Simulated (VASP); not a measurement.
# C in VASP: relaxation of the atoms with PBE+D3(BJ)

Aim: the relaxation of the atoms of C with PBE+D3(BJ).

Everything below comes from runs of VASP 6.6.1. Logs are shortened: lines on timing, memory, paths and dates and some standing lists are left out, and cuts for length are marked.

### Step 1. The cell of the first run

The cell holds a slab with vacuum, 4 atoms: a = 2.466 Å, b = 2.466 Å, c = 17.500 Å, α = 90.00°, β = 90.00°, γ = 120.00°.

### Step 2. Relaxation of the atoms, PBE+D3(BJ)

INCAR reads:

```
PREC     = Accurate       # precision mode
ENCUT    = 520            # plane-wave cutoff, eV
EDIFF    = 1E-7           # SCF threshold, eV
ISMEAR   = 0              # smearing method
SIGMA    = 0.1            # smearing width, eV
LREAL    = False          # projectors in reciprocal space
LASPH    = True           # aspherical terms in the spheres
NELM     = 120            # most SCF steps
ALGO     = Normal         # electronic algorithm
ISIF     = 2              # what is computed and relaxed
LWAVE    = False          # write WAVECAR
LCHARG   = False          # write CHGCAR
LDIPOL   = True         
IDIPOL   = 3            
DIPOL    = 0.5 0.5 0.356
GGA      = PE             # functional
IVDW     = 12             # dispersion correction
IBRION   = 2              # ionic algorithm
NSW      = 40             # ionic steps
EDIFFG   = -0.003         # ionic threshold
GGA_COMPAT= False        
NELMIN   = 4            
NELMDL   = -8
```

KPOINTS reads:

```
regular mesh
0
Gamma
  15 15 1
```

POSCAR reads:

```
C
1.0
    2.4656524409      0.0000000000      0.0000000000
   -1.2328262205      2.1353176507      0.0000000000
    0.0000000000      0.0000000000     17.5000663885
C
4
Selective dynamics
Direct
    0.6666666667      0.3333333333      0.2571427272  F F T
    0.3333333333      0.6666666667      0.2571428915  F F F
    0.8333333333      0.6666666667      0.4546431595  F F T
    0.5000000000      1.0000000000      0.4546431595  F F T
```

Potentials or basis: VASP PAW PBE potentials, release 64 (C).

The run is started by

```sh
$ cat potpaw_PBE.64/C/POTCAR > POTCAR
$ mpirun -np 1 vasp_std > vasp.out
```

OUTCAR:

```text
PREC = Accurate
   ENCUT = 520
   EDIFF = 1E-7
   ISMEAR = 0
   LREAL = False
   LASPH = True
   NELM = 120
   ISIF = 2
   GGA = PE
   IVDW = 12
   IBRION = 2
   NSW = 40
   EDIFFG = -0.003
   NELMIN = 4
   NELMDL = -8
 IVDW          = 12

 ion  position               nearest neighbor table
   1  0.667  0.333  0.257-   2 1.42   2 1.42   2 1.42
   2  0.333  0.667  0.257-   1 1.42   1 1.42   1 1.42
   3  0.833  0.667  0.455-   4 1.42   4 1.42   4 1.42
   4  0.500  0.000  0.455-   3 1.42   3 1.42   3 1.42

  LATTYP: Found a hexagonal cell.
 ALAT       =     2.4656524409
 C/A-ratio  =     7.0975398228

  Lattice vectors:

 A1 = (   2.4656524409,   0.0000000000,   0.0000000000)
 A2 = (  -1.2328262205,   2.1353176507,   0.0000000000)
 A3 = (   0.0000000000,   0.0000000000,  17.5000663885)

Analysis of symmetry for initial positions (statically):
=====================================================================
 Subroutine PRICEL returns:
 Original cell was already a primitive cell.

 Routine SETGRP: Setting up the symmetry group for a
 hexagonal supercell.

 Subroutine GETGRP returns: Found  4 space group operations
 (whereof  2 operations were pure point group operations)
 out of a pool of 24 trial point group operations.

The static configuration has the point symmetry C_1h.
 The point group associated with its full space group is C_2h.

Analysis of symmetry for dynamics (positions and initial velocities):
=====================================================================
 Subroutine PRICEL returns:
 Original cell was already a primitive cell.

 Routine SETGRP: Setting up the symmetry group for a
 hexagonal supercell.

 Subroutine GETGRP returns: Found  4 space group operations
 (whereof  2 operations were pure point group operations)
 out of a pool of 24 trial point group operations.

The dynamic configuration has the point symmetry C_1h.
 The point group associated with its full space group is C_2h.

Analysis of constrained symmetry for selective dynamics:
=====================================================================
 Subroutine PRICEL returns:
 Original cell was already a primitive cell.

 Routine SETGRP: Setting up the symmetry group for a
 hexagonal supercell.

 Subroutine GETGRP returns: Found  2 space group operations
 (whereof  2 operations were pure point group operations)
 out of a pool of 24 trial point group operations.

The constrained configuration has the point symmetry C_1h.

 Subroutine INISYM returns: Found  2 space group operations
 (whereof  2 operations are pure point group operations),
 and found     1 'primitive' translations

----------------------------------------------------------------------------------------

                                     Primitive cell

  volume of cell :      92.1370

  direct lattice vectors                    reciprocal lattice vectors
     2.465652441  0.000000000  0.000000000     0.405572166  0.234157199  0.000000000
    -1.232826221  2.135317651  0.000000000     0.000000000  0.468314398  0.000000000
     0.000000000  0.000000000 17.500066388     0.000000000  0.000000000  0.057142640

  length of vectors
     2.465652441  2.465652441 17.500066388     0.468314398  0.468314398  0.057142640

  position of ions in fractional coordinates (direct lattice)
     0.666666667  0.333333333  0.257142727
     0.333333333  0.666666667  0.257142892
     0.833333333  0.666666667  0.454643160
     0.500000000  0.000000000  0.454643160

  ion indices of the primitive-cell ions
   primitive index   ion index
                 1           1
                 2           2
                 3           3
                 4           4

----------------------------------------------------------------------------------------

 KPOINTS: regular mesh

Automatic generation of k-mesh.
 Grid dimensions read from file:
 generate k-points for:   15   15    1

 Generating k-lattice:

  Cartesian coordinates                     Fractional coordinates (reciprocal lattice)
     0.027038144  0.015610480  0.000000000     0.066666667  0.000000000  0.000000000
     0.000000000  0.031220960  0.000000000     0.000000000  0.066666667  0.000000000
     0.000000000  0.000000000  0.057142640     0.000000000  0.000000000  1.000000000

  Length of vectors
     0.031220960  0.031220960  0.057142640

  Shift w.r.t. Gamma in fractional coordinates (k-lattice)
     0.000000000  0.000000000  0.000000000

 Subroutine IBZKPT returns following result:
 ===========================================

 Found     64 irreducible k-points:

 Following reciprocal coordinates:
            Coordinates               Weight
  0.000000  0.000000  0.000000      1.000000
  0.066667  0.000000  0.000000      4.000000
  0.000000  0.066667  0.000000      2.000000
  0.133333  0.000000  0.000000      4.000000
  0.000000  0.133333  0.000000      2.000000
  0.200000  0.000000  0.000000      4.000000
[... 16 lines left out ...]
 -0.266667  0.200000  0.000000      4.000000
  0.266667  0.066667  0.000000      4.000000
 [... further k-points ...]
   k-points           NKPTS =     64   k-points in BZ     NKDIM =     64   number of bands    NBANDS=     12
   number of dos      NEDOS =    301   number of ions     NIONS =      4
   total plane-waves  NPLWV =  45360
   dimension x,y,z NGX =    18 NGY =   18 NGZ =  140
   dimension x,y,z NGXF=    36 NGYF=   36 NGZF=  280
   ions per type =               4
   NGX,Y,Z   is equivalent  to a cutoff of  12.14, 12.14, 13.30 a.u.
   NGXF,Y,Z  is equivalent  to a cutoff of  24.27, 24.27, 26.60 a.u.
 SYSTEM =  unknown system
   PREC   = accura    normal or accurate (medium, high low for compatibility)
   ISTART =      0    job   : 0-new  1-cont  2-samecut
   ICHARG =      2    charge: 1-file 2-atom 10-const
   ISPIN  =      1    spin polarized calculation?
   LNONCOLLINEAR =      F non collinear calculations
   LSORBIT =      F    spin-orbit coupling
   LASPH  =      T    aspherical Exc in radial PAW
   ENCUT  =  520.0 eV  38.22 Ry    6.18 a.u.   4.58  4.58 32.54*2*pi/ulx,y,z
   NELM   =    120;   NELMIN=  4; NELMDL= -8     # of ELM steps
   EDIFF  = 0.1E-06   stopping-criterion for ELM
   LREAL  =      F    real-space projection
   EDIFFG = -.3E-02   stopping-criterion for IOM
   NSW    =     40    number of steps for IOM
   IBRION =      2    ionic relax: 0-MD 1-quasi-New 2-CG
   NFREE  =      1    steps in history (QN), initial steepest desc. (CG)
   ISIF   =      2    stress and relaxation
   ISYM   =      2    0-nonsym 1-usesym 2-fastsym
   POTIM  = 0.5000    time-step for ionic-motion
   TEBEG  =    0.0;   TEEND  =   0.0 temperature during run
   PSTRESS=    0.0 pullay stress
   NELECT =      16.0000    total number of electrons
   NUPDOWN=      -1.0000    fix difference up-down
   EMIN   =  10.00;   EMAX   =-10.00  energy-range for DOS
   EFERMI =   0.00;   METHOD = LEGACY
   ISMEAR =     0;   SIGMA  =   0.10  broadening in eV -4-tet -1-fermi 0-gaus
   EFERMI_NEDOS =   21; number of points for ismear=-14 and -15
   IALGO  =     38    algorithm
   IMIX   =      4    mixing-type and parameters
     AMIX     =   0.40;   BMIX     =  1.00
     AMIX_MAG =   1.60;   BMIX_MAG =  1.00
  volume/ion in A,a.u.               =      23.03       155.44
  Fermi-wavevector in a.u.,A,eV,Ry     =   0.913349  1.725980 11.350070  0.834207
  Thomas-Fermi vector in A             =   2.037850
   LORBIT       =      0    0 simple, 1 ext, 2 COOP (PROOUT), +10 PAW based schemes
   GGA     = PE    functional components
   LHFCALC =     F    Hartree Fock is set to
   AEXX    =    0.0000 exact exchange contribution
   IVDW    =    12    specifies the selected vdW correction
   LEPSILON=     F    determine dielectric tensor
   LRPA    =     F    only Hartree local field effects (RPA)
 conjugate gradient relaxation of ions
 non-spin polarized calculation
 Gauss-broadening in eV      SIGMA  =   0.10
  energy-cutoff  :      520.00
  volume of cell :       92.14
 maximum number of plane-waves:      2516
   NGX =  9   NGY =  9   NGZ = 65

 dipolmoment           0.000000      0.000000     -0.000008 electrons x Angstroem

--------------------------------------- Ionic step        1  -------------------------------------------

 number of electron      15.9999996 magnetization

 Free energy of the ion-electron system (eV)
  ---------------------------------------------------
  ext. energy  EPLUGINS =         0.00000000
  ---------------------------------------------------
  free energy    TOTEN  =       -36.87609152 eV

  energy without entropy =      -36.87606077  energy(sigma->0) =      -36.87607615

------------------------ aborting loop because EDIFF is reached ----------------------------------------

 Edisp (eV)   -0.46979

 E8    (eV) :    -0.1400

  FORCE on cell =-STRESS in cart. coord.  units (eV):
  Direction    XX          YY          ZZ          XY          YZ          ZX
  --------------------------------------------------------------------------------------
  -------------------------------------------------------------------------------------
  Total       0.10024     0.12211    -0.00222    -0.00000     0.05942    -0.00000
  in kB       1.74305     2.12344    -0.03863    -0.00000     1.03318    -0.00000
  external pressure =        1.28 kB  Pullay stress =        0.00 kB
[... 103 lines left out ...]
  FREE ENERGIE OF THE ION-ELECTRON SYSTEM (eV)
  ---------------------------------------------------
  free  energy   TOTEN  =       -37.3458839181 eV

  energy  without entropy=      -37.3458529847  energy(sigma->0) =      -37.34586845

[... ionic steps 4 to 15 ...]

--------------------------------------- Ionic step       16  -------------------------------------------

 number of electron      15.9999996 magnetization

------------------------ aborting loop because EDIFF is reached ----------------------------------------

 Edisp (eV)   -0.46776

 E8    (eV) :    -0.1393
[... 73 lines left out ...]
  energy  without entropy=      -37.3459103335  energy(sigma->0) =      -37.34593024

--------------------------------------- Ionic step       18  -------------------------------------------

 number of electron      15.9999996 magnetization

 dipolmoment           0.000000      0.000000      0.000004 electrons x Angstroem

 Free energy of the ion-electron system (eV)
  ---------------------------------------------------
  ext. energy  EPLUGINS =         0.00000000
  ---------------------------------------------------
  free energy    TOTEN  =       -36.87812379 eV

  energy without entropy =      -36.87808414  energy(sigma->0) =      -36.87810396

 E-fermi :  -0.8301     XC(G=0):  -4.4596

 val. band max:       -1.0104270012   @ k =   0.3333   0.3333   0.0000
 cond. band min:      -0.6500235738   @ k =   0.3333   0.3333   0.0000
 fundamental gap:      0.3604034274
 Fermi energy:        -0.8301379604

 k-point     1 :       0.0000    0.0000    0.0000
  band No.  band energies     occupation
      1     -20.4035      2.00000
      2     -20.2898      2.00000
      3      -8.8425      2.00000
      4      -8.0295      2.00000
      5      -3.8665      2.00000
      6      -3.8642      2.00000
      7      -3.8622      2.00000
      8      -3.8602      2.00000
      9       2.5512      0.00000
     10       3.0185      0.00000
     11       3.9223      0.00000
     12       5.6806      0.00000
[... 331 lines left out ...]
 k-point    24 :       0.2667    0.0667    0.0000
  band No.  band energies     occupation
      1     -18.2176      2.00000
      2     -18.1190      2.00000
      3      -9.5792      2.00000
      4      -9.5348      2.00000
      5      -6.6749      2.00000
      6      -6.6616      2.00000
      7      -6.2605      2.00000
      8      -5.5288      2.00000
      9       4.7318      0.00000
     10       5.1142      0.00000
     11       5.5112      0.00000
     12       6.0251      0.00000

 [... further k-points ...]

------------------------ aborting loop because EDIFF is reached ----------------------------------------

 vacuum level on the upper side and lower side of the slab       (xc-potential included)        -0.112        -0.094

 Edisp (eV)   -0.46783

 E8    (eV) :    -0.1393

  FORCE on cell =-STRESS in cart. coord.  units (eV):
  Direction    XX          YY          ZZ          XY          YZ          ZX
  --------------------------------------------------------------------------------------
  -------------------------------------------------------------------------------------
  Total       0.10398     0.12454    -0.02470    -0.00000     0.05511    -0.00000
  in kB       1.80806     2.16556    -0.42945    -0.00000     0.95834    -0.00000
  external pressure =        1.18 kB  Pullay stress =        0.00 kB
[... 19 lines left out ...]
  FREE ENERGIE OF THE ION-ELECTRON SYSTEM (eV)
  ---------------------------------------------------
  free  energy   TOTEN  =       -37.3459520295 eV

  energy  without entropy=      -37.3459123803  energy(sigma->0) =      -37.34593220

 reached required accuracy - stopping structural energy minimisation

 vacuum level on the upper side and lower side of the slab         3.343         3.356
```

Wall time 6.3 min (1 thread of Intel Xeon 6975P-C, shared host); peak memory 0.24 GiB.

Results:

```
Free energy                : -37.3460 eV
Energy gained by relaxing  : 0.0 meV/atom
Ionic steps                : 18
Band gap on the k mesh     : 0.36 eV, direct
Dispersion energy per atom : -0.117 eV
```

Final structure:
```yaml
crystal:
  lattice:
    - [2.46565, 0.00000, 0.00000]
    - [-1.23283, 2.13532, 0.00000]
    - [0.00000, 0.00000, 17.50007]
  atoms:
    - { symbol: C, position: [0.66667, 0.33333, 0.25714] }
    - { symbol: C, position: [0.33333, 0.66667, 0.25714] }
    - { symbol: C, position: [0.83333, 0.66667, 0.45585] }
    - { symbol: C, position: [0.50000, 0.00000, 0.45585] }
```

Levels at points of the mesh, in eV from the valence-band top:
```tsv
k point	band 6	band 7	band 8	band 9	band 10	band 11
(0.00, 0.00, 0.00)	-2.85	-2.85	-2.85	3.56	4.03	4.93
```
